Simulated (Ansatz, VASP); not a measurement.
One calculation of Ni, two programs

POSCAR

```
Ni
1.0
    0.0000000000      3.5338000000      3.5338000000
    1.7669000000      0.0000000000      1.7669000000
    1.7669000000      1.7669000000      0.0000000000
Ni
2
Direct
    0.0000000000      0.0000000000      0.0000000000
    0.5000000000      0.0000000000      0.0000000000
```

File INCAR.step1:

```
SYSTEM = Ni
PREC = Accurate
ENCUT = 520
ISMEAR = -1
SIGMA = 0.1
LREAL = .False.
LASPH = .True.
NELM = 150
ISPIN = 2
MAGMOM = 2 0
LMAXMIX = 4
NBANDS = 21
GGA = PE
ALGO = Normal
EDIFF = 1E-4
LWAVE = .True.
LCHARG = .False.
```

INCAR.step2

```
SYSTEM = Ni
PREC = Accurate
ENCUT = 520
EDIFF = 1E-7
ISMEAR = -1
SIGMA = 0.1
LREAL = .False.
LASPH = .True.
NELM = 150
ALGO = Normal
ISIF = 2
LWAVE = .False.
LCHARG = .False.
ISPIN = 2
MAGMOM = 2 0
LORBIT = 11
LMAXMIX = 4
METAGGA = R2SCAN
LMIXTAU = .True.
NBANDS = 21
ISTART = 1
```

Contents of KPOINTS:

```
regular mesh
0
Gamma
  6 12 12
  0 0 0
```

Input for Ansatz:

```yaml
crystal:
  lattice:
    - [0.0, 3.5338, 3.5338]
    - [1.7669, 0.0, 1.7669]
    - [1.7669, 1.7669, 0.0]
  atoms:
    - { symbol: Ni, position: [0.0, 0.0, 0.0], spin: 2.0 }
    - { symbol: Ni, position: [0.5, 0.0, 0.0] }
magnetization:
  spin_polarized: true
hamiltonian:
  xc: r2scan
  pseudopotentials: { kind: paw }
basis:
  ecutwfc: 500
kpoints:
  mp_grid: { grid: [6, 12, 12] }
scf:
  occupations: { method: fermi_dirac, width: 0.1 }
  lower_state_search: "off"
output:
  forces: true
  stress: true
```

Alike in both runs: task single point; functional r2SCAN; k mesh 6 × 12 × 12; occupations fermi-dirac, width 0.1 eV; collinear spin.

```csv
,VASP,Ansatz
version,VASP 6.6.1,Ansatz 0.2.0
potentials or method,"VASP PAW PBE potentials, release 64 (Ni), cutoff 520 eV","PAW, plane waves, scalar-relativistic"
valence electrons in the cell,20,36
```

Ansatz gave:

- pressure (GPa): -9.1
- net moment per atom (μB): 0.75
- size of the moment on the site where the two differ most (μB): 0.82

Q: What did VASP give for the same quantities?

A: Pressure (GPa): -8.7; net moment per atom (μB): 0.73; size of the moment on the site where the two differ most (μB): 0.76.

VASP's potentials were made for PBE, not for r2SCAN. Site moments also hang on the region over which each program counts them. VASP's potentials hold 20 valence electrons a cell and Ansatz's 36, so a difference there can come from the potentials and not from the codes. Ansatz's warnings: stability check not made.
